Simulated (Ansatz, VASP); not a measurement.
# KI in VASP and in Ansatz

Contents of INCAR:

```
SYSTEM = KI
PREC = Accurate ; ENCUT = 520
EDIFF = 1E-6 ; ISMEAR = -4
SIGMA = 0.1 ; LREAL = .FALSE.
LASPH = .TRUE. ; NELM = 80
ALGO = Normal ; ISIF = 2
LWAVE = .FALSE. ; LCHARG = .FALSE.
GGA = PE ; IVDW = 12
NBANDS = 15
```

Contents of KPOINTS:

```
regular mesh
0
G
  4 4 4
  0 0 0
```

POSCAR

```
KI
1.0
    0.0000000000      3.5424356157      3.5424356157
    3.5424356157      0.0000000000      3.5424356157
    3.5424356157      3.5424356157      0.0000000000
K I
1 1
Direct
    0.0000000000      0.0000000000      0.0000000000
    0.5000000000      0.5000000000      0.5000000000
```

Input for Ansatz:

```yaml
crystal:
  lattice:
    - [0.0, 3.5424356157, 3.5424356157]
    - [3.5424356157, 0.0, 3.5424356157]
    - [3.5424356157, 3.5424356157, 0.0]
  atoms:
    - { symbol: K, position: [0.0, 0.0, 0.0] }
    - { symbol: I, position: [0.5, 0.5, 0.5] }
basis:
  ecutwfc: 420
kpoints:
  mp_grid: { grid: [4, 4, 4] }
hamiltonian:
  xc: pbe
  dispersion: d3bj
scf:
  occupations: { method: tetrahedron_uncorrected }
output:
  forces: true
  stress: true
  eigenvalues: true
```

Alike in both runs: task single point; functional PBE; dispersion D3(BJ); k mesh 4 × 4 × 4; no spin polarisation.

|  | VASP | Ansatz |
| --- | --- | --- |
| version | VASP 6.6.1 | Ansatz 0.2.0 |
| potentials or method | VASP PAW PBE potentials, release 64 (K_sv, I), cutoff 520 eV | scalar-relativistic, plane waves, PAW |
| occupations | tetrahedron | tetrahedron-uncorrected |
| valence electrons in the cell | 16 | 26 |

Ansatz gave:

- gap on the k mesh at the Fermi level (eV): 3.95
- least direct gap on the mesh (eV): 3.95
- pressure (GPa): -0.4

Problem. Which values does VASP return?

Solution. gap on the k mesh at the Fermi level (eV): 3.94; least direct gap on the mesh (eV): 3.94; pressure (GPa): -0.4.

VASP's potentials hold 16 valence electrons a cell and Ansatz's 26, so a difference there can come from the potentials and not from the codes. Ansatz's warnings: band table not solved further.

Spin-orbit coupling is off throughout.
